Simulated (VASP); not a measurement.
# NaScI4 (C2/m) in VASP: single point with PBEsol

Aim: the single point of NaScI4 with PBEsol.

Program: VASP 6.6.1. These are calculated values, not measurements. Logs are shortened: lines on timing, memory, paths and dates and some standing lists are left out, and cuts for length are marked.

## 1. The cell of the first run

It takes space group C2/m (No. 12, monoclinic). The conventional cell has a = 15.589 Å, b = 4.195 Å, c = 7.715 Å, α = 90.00°, β = 118.17°, γ = 90.00°. Within 4.2 Å of Na (site symmetry 2/m) lie 6 I at 3.11 to 3.22 Å and 2 Na at 4.20 Å. Within 3.7 Å of Sc (site symmetry 2/m) lie 6 I at 2.81 to 2.92 Å. I (site symmetry m) has 2 Sc at 2.92 Å and 1 Na at 3.22 Å within 3.8 Å. I (site symmetry m) has 1 Sc at 2.81 Å and 2 Na at 3.11 Å within 3.7 Å.

## 2. Single point, PBEsol

File INCAR:

```
PREC     = Accurate       # precision mode
ENCUT    = 520            # plane-wave cutoff, eV
EDIFF    = 1E-6           # SCF threshold, eV
ISMEAR   = -1             # smearing method
SIGMA    = 0.03           # smearing width, eV
LREAL    = F              # projectors in reciprocal space
LASPH    = T              # aspherical terms in the spheres
NELM     = 100            # most SCF steps
ALGO     = Normal         # electronic algorithm
ISIF     = 2              # what is computed and relaxed
LWAVE    = F              # write WAVECAR
LCHARG   = T              # write CHGCAR
GGA      = PS             # functional
LELF     = T              # ELF
LVHAR    = T            
NBANDS   = 32             # bands
```

File KPOINTS:

```
Automatic mesh
0
Gamma
  6 6 4
```

File POSCAR:

```
NaScI4
1.0
    7.7946054054     -2.0975739360     -0.0336902728
    7.7946054054      2.0975739360     -0.0336902728
   -3.6123247780      0.0000000000      6.8173466676
Na Sc I
1 1 4
Direct
    0.5000000000      0.5000000000      0.5000000000
    0.0000000000      0.0000000000      0.0000000000
    0.6234052448      0.6234052448      0.2627927568
    0.1203308166      0.1203308166      0.8199643462
    0.3765947552      0.3765947552      0.7372072432
    0.8796691834      0.8796691834      0.1800356538
```

Potentials or basis: VASP PAW PBE potentials, release 64 (Na_pv, Sc_sv, I).

Run with:

```
cat potpaw_PBE.64/Na_pv/POTCAR potpaw_PBE.64/Sc_sv/POTCAR potpaw_PBE.64/I/POTCAR > POTCAR
mpirun -np 1 vasp_std > vasp.out
```

OUTCAR:

```text
PREC = Accurate
   ENCUT = 520
   EDIFF = 1E-6
   ISMEAR = -1
   LREAL = F
   LASPH = T
   NELM = 100
   ISIF = 2
   GGA = PS

 ion  position               nearest neighbor table
   1  0.500  0.500  0.500-   4 3.11   4 3.11   6 3.11   6 3.11
   2  0.000  0.000  0.000-   4 2.81   6 2.81   3 2.92   3 2.92   5 2.92   5 2.92
   3  0.623  0.623  0.263-   2 2.92   2 2.92
   4  0.120  0.120  0.820-   2 2.81   1 3.11   1 3.11
   5  0.377  0.377  0.737-   2 2.92   2 2.92
   6  0.880  0.880  0.180-   2 2.81   1 3.11   1 3.11

  LATTYP: Found a base centered monoclinic cell.
 ALAT       =    15.5893564281
 B/A-ratio  =     0.2691033393
 C/A-ratio  =     0.4949050685
 COS(beta)  =    -0.4720205254

  Lattice vectors:

 A1 = (   7.7946054054,  -2.0975739360,  -0.0336902728)
 A2 = (   7.7946054054,   2.0975739360,  -0.0336902728)
 A3 = (  -3.6123247780,   0.0000000000,   6.8173466676)

Analysis of symmetry for initial positions (statically):
=====================================================================
 Subroutine PRICEL returns:
 Original cell was already a primitive cell.

 Routine SETGRP: Setting up the symmetry group for a
 base centered monoclinic supercell.

 Subroutine GETGRP returns: Found  4 space group operations
 (whereof  4 operations were pure point group operations)
 out of a pool of  4 trial point group operations.

The static configuration has the point symmetry C_2h.

Analysis of symmetry for dynamics (positions and initial velocities):
=====================================================================
 Subroutine PRICEL returns:
 Original cell was already a primitive cell.

 Routine SETGRP: Setting up the symmetry group for a
 base centered monoclinic supercell.

 Subroutine GETGRP returns: Found  4 space group operations
 (whereof  4 operations were pure point group operations)
 out of a pool of  4 trial point group operations.

The dynamic configuration has the point symmetry C_2h.

 Subroutine INISYM returns: Found  4 space group operations
 (whereof  4 operations are pure point group operations),
 and found     1 'primitive' translations

----------------------------------------------------------------------------------------

                                     Primitive cell

  volume of cell :     222.4134

  direct lattice vectors                    reciprocal lattice vectors
     7.794605405 -2.097573936 -0.033690273     0.064294178 -0.238370620  0.034067719
     7.794605405  2.097573936 -0.033690273     0.064294178  0.238370620  0.034067719
    -3.612324778  0.000000000  6.817346668     0.000635464  0.000000000  0.147021349

  length of vectors
     8.071977755  8.071977755  7.715251512     0.249228617  0.249228617  0.147022722

  position of ions in fractional coordinates (direct lattice)
     0.500000000  0.500000000  0.500000000
     0.000000000  0.000000000  0.000000000
     0.623405245  0.623405245  0.262792757
     0.120330817  0.120330817  0.819964346
     0.376594755  0.376594755  0.737207243
     0.879669183  0.879669183  0.180035654

  ion indices of the primitive-cell ions
   primitive index   ion index
                 1           1
                 2           2
                 3           3
                 4           4
                 5           5
                 6           6

----------------------------------------------------------------------------------------

 KPOINTS: Automatic mesh

Automatic generation of k-mesh.
 Grid dimensions read from file:
 generate k-points for:    6    6    4

 Generating k-lattice:

  Cartesian coordinates                     Fractional coordinates (reciprocal lattice)
     0.010715696 -0.039728437  0.005677953     0.166666667  0.000000000 -0.000000000
     0.010715696  0.039728437  0.005677953     0.000000000  0.166666667 -0.000000000
     0.000158866  0.000000000  0.036755337     0.000000000  0.000000000  0.250000000

  Length of vectors
     0.041538103  0.041538103  0.036755680

  Shift w.r.t. Gamma in fractional coordinates (k-lattice)
     0.000000000  0.000000000  0.000000000

 Subroutine IBZKPT returns following result:
 ===========================================

 Found     47 irreducible k-points:

 Following reciprocal coordinates:
            Coordinates               Weight
  0.000000  0.000000  0.000000      1.000000
  0.166667 -0.000000  0.000000      4.000000
  0.333333 -0.000000  0.000000      4.000000
  0.500000  0.000000  0.000000      2.000000
  0.166667  0.166667  0.000000      2.000000
  0.333333  0.166667  0.000000      4.000000
[... 16 lines left out ...]
 -0.333333  0.166667  0.250000      4.000000
 -0.166667  0.166667  0.250000      4.000000
 [... further k-points ...]
   k-points           NKPTS =     47   k-points in BZ     NKDIM =     47   number of bands    NBANDS=     32
   number of dos      NEDOS =    301   number of ions     NIONS =      6
   total plane-waves  NPLWV = 216000
   dimension x,y,z NGX =    60 NGY =   60 NGZ =   60
   dimension x,y,z NGXF=   120 NGYF=  120 NGZF=  120
   ions per type =               1   1   4
   NGX,Y,Z   is equivalent  to a cutoff of  12.36, 12.36, 12.93 a.u.
   NGXF,Y,Z  is equivalent  to a cutoff of  24.71, 24.71, 25.86 a.u.
 SYSTEM =  unknown system
   PREC   = accura    normal or accurate (medium, high low for compatibility)
   ISTART =      0    job   : 0-new  1-cont  2-samecut
   ICHARG =      2    charge: 1-file 2-atom 10-const
   ISPIN  =      1    spin polarized calculation?
   LNONCOLLINEAR =      F non collinear calculations
   LSORBIT =      F    spin-orbit coupling
   LASPH  =      T    aspherical Exc in radial PAW
   ENCUT  =  520.0 eV  38.22 Ry    6.18 a.u.  15.01 15.01 14.35*2*pi/ulx,y,z
   NELM   =    100;   NELMIN=  2; NELMDL= -5     # of ELM steps
   EDIFF  = 0.1E-05   stopping-criterion for ELM
   LREAL  =      F    real-space projection
   EDIFFG = 0.1E-04   stopping-criterion for IOM
   NSW    =      0    number of steps for IOM
   IBRION =     -1    ionic relax: 0-MD 1-quasi-New 2-CG
   NFREE  =      0    steps in history (QN), initial steepest desc. (CG)
   ISIF   =      2    stress and relaxation
   ISYM   =      2    0-nonsym 1-usesym 2-fastsym
   POTIM  = 0.5000    time-step for ionic-motion
   TEBEG  =    0.0;   TEEND  =   0.0 temperature during run
   PSTRESS=    0.0 pullay stress
   NELECT =      46.0000    total number of electrons
   NUPDOWN=      -1.0000    fix difference up-down
   EMIN   =  10.00;   EMAX   =-10.00  energy-range for DOS
   EFERMI =   0.00;   METHOD = LEGACY
   ISMEAR =    -1;   SIGMA  =   0.03  broadening in eV -4-tet -1-fermi 0-gaus
   EFERMI_NEDOS =   21; number of points for ismear=-14 and -15
   IALGO  =     38    algorithm
   IMIX   =      4    mixing-type and parameters
     AMIX     =   0.40;   BMIX     =  1.00
     AMIX_MAG =   1.60;   BMIX_MAG =  1.00
  volume/ion in A,a.u.               =      37.07       250.15
  Fermi-wavevector in a.u.,A,eV,Ry     =   0.968145  1.829529 12.752807  0.937305
  Thomas-Fermi vector in A             =   2.098090
   LORBIT       =      0    0 simple, 1 ext, 2 COOP (PROOUT), +10 PAW based schemes
   GGA     = PS    functional components
   LHFCALC =     F    Hartree Fock is set to
   AEXX    =    0.0000 exact exchange contribution
   IVDW    =     0    specifies the selected vdW correction
   LEPSILON=     F    determine dielectric tensor
   LRPA    =     F    only Hartree local field effects (RPA)
 non-spin polarized calculation
  energy-cutoff  :      520.00
  volume of cell :      222.41
 maximum number of plane-waves:      6011
   NGX = 29   NGY = 29   NGZ = 29

 number of electron      46.0000002 magnetization

 Free energy of the ion-electron system (eV)
  ---------------------------------------------------
  ext. energy  EPLUGINS =         0.00000000
  ---------------------------------------------------
  free energy    TOTEN  =       -22.36633370 eV

  energy without entropy =      -22.36633370  energy(sigma->0) =      -22.36633370

 E-fermi :   2.6179     XC(G=0):  -8.1246

 val. band max:        1.9079143141   @ k =   0.0000   0.0000   0.0000
 cond. band min:       3.3666615386   @ k =   0.0000   0.0000   0.0000
 fundamental gap:      1.4587472245
 Fermi energy:         2.6179289672

 k-point     1 :       0.0000    0.0000    0.0000
  band No.  band energies     occupation
      1     -47.6271      2.00000
      2     -26.3630      2.00000
      3     -26.3352      2.00000
      4     -26.2512      2.00000
      5     -20.6296      2.00000
      6     -20.6128      2.00000
[... 24 lines left out ...]
     31       7.1413      0.00000
     32       7.1946      0.00000

 k-point     2 :       0.1667   -0.0000    0.0000
  band No.  band energies     occupation
      1     -47.6269      2.00000
      2     -26.3617      2.00000
      3     -26.3404      2.00000
      4     -26.2509      2.00000
      5     -20.6294      2.00000
      6     -20.6147      2.00000
[... 24 lines left out ...]
     31       7.5228      0.00000
     32       8.0157      0.00000

 k-point     3 :       0.3333   -0.0000    0.0000
  band No.  band energies     occupation
      1     -47.6265      2.00000
      2     -26.3593      2.00000
      3     -26.3507      2.00000
      4     -26.2502      2.00000
      5     -20.6292      2.00000
      6     -20.6185      2.00000
[... 24 lines left out ...]
     31       8.1632      0.00000
     32       8.2397      0.00000

 k-point     4 :       0.5000    0.0000    0.0000
  band No.  band energies     occupation
      1     -47.6263      2.00000
      2     -26.3581      2.00000
      3     -26.3558      2.00000
      4     -26.2499      2.00000
      5     -20.6290      2.00000
      6     -20.6204      2.00000
[... 654 lines left out ...]
     31       7.7699      0.00000
     32       8.3473      0.00000

 k-point    23 :      -0.3333    0.1667    0.2500
  band No.  band energies     occupation
      1     -47.6263      2.00000
      2     -26.3581      2.00000
      3     -26.3558      2.00000
      4     -26.2499      2.00000
      5     -20.6290      2.00000
      6     -20.6204      2.00000
[... 24 lines left out ...]
     31       7.6129      0.00000
     32       7.8701      0.00000

 k-point    24 :      -0.1667    0.1667    0.2500
  band No.  band energies     occupation
      1     -47.6265      2.00000
      2     -26.3593      2.00000
      3     -26.3507      2.00000
      4     -26.2502      2.00000
      5     -20.6292      2.00000
      6     -20.6185      2.00000
[... 24 lines left out ...]
     31       7.8418      0.00000
     32       8.2266      0.00000

 [... further k-points ...]

------------------------ aborting loop because EDIFF is reached ----------------------------------------

  FORCE on cell =-STRESS in cart. coord.  units (eV):
  Direction    XX          YY          ZZ          XY          YZ          ZX
  --------------------------------------------------------------------------------------
  -------------------------------------------------------------------------------------
  Total        0.0827325      0.1113181      0.1043802      0.0000000      0.0000000      0.0006576
  in kB        0.5959721      0.8018908      0.7519134      0.0000000      0.0000000      0.0047373
  external PRESSURE =       0.7165921 kB  Pullay stress =       0.0000000 kB

 VOLUME and BASIS-vectors are now :
 -----------------------------------------------------------------------------
  energy-cutoff  :      520.00
  volume of cell :      222.41
      direct lattice vectors                 reciprocal lattice vectors
     7.794605405 -2.097573936 -0.033690273     0.064294178 -0.238370620  0.034067719
     7.794605405  2.097573936 -0.033690273     0.064294178  0.238370620  0.034067719
    -3.612324778  0.000000000  6.817346668     0.000635464  0.000000000  0.147021349

 POSITION                                       TOTAL-FORCE (eV/Angst)
 -----------------------------------------------------------------------------------
      5.98844      0.00000      3.37498        -0.000000      0.000000     -0.000000
      0.00000      0.00000      0.00000        -0.000000      0.000000     -0.000000
      8.76910      0.00000      1.74954         0.009794      0.000000      0.012705
     -1.08612      0.00000      5.58187         0.017044      0.000000      0.001354
      3.20778      0.00000      5.00042        -0.009794      0.000000     -0.012705
     13.06300      0.00000      1.16809        -0.017044      0.000000     -0.001354
 -----------------------------------------------------------------------------------
    total drift:                                0.000000     -0.000000     -0.000000

  FREE ENERGIE OF THE ION-ELECTRON SYSTEM (eV)
  ---------------------------------------------------
  free  energy   TOTEN  =       -22.3663337010 eV

  energy  without entropy=      -22.3663337010  energy(sigma->0) =      -22.36633370
```

It took 9.2 min on 1 thread of AMD EPYC 7R13 (Zen 3), shared host; peak memory 0.66 GiB.

What came out:

```yaml
Free_energy: -22.3663 eV
Pressure: 0.1 GPa
Largest_force: 0.017 eV/Å
Band_gap_on_the_k_mesh: 1.46 eV
```

Forces on the atoms (eV/Å):
```
Na   0.000  0.000  0.000
Sc   0.000  0.000  0.000
I    0.010  0.000  0.013
I    0.017  0.000  0.001
I   -0.010  0.000 -0.013
I   -0.017  0.000 -0.001
```

Caveat: the PAW data sets were made with another functional, which shifts forces and pressure a little; spin-orbit coupling is left out, which moves the levels of the heavy elements. A k mesh can miss the band edges.
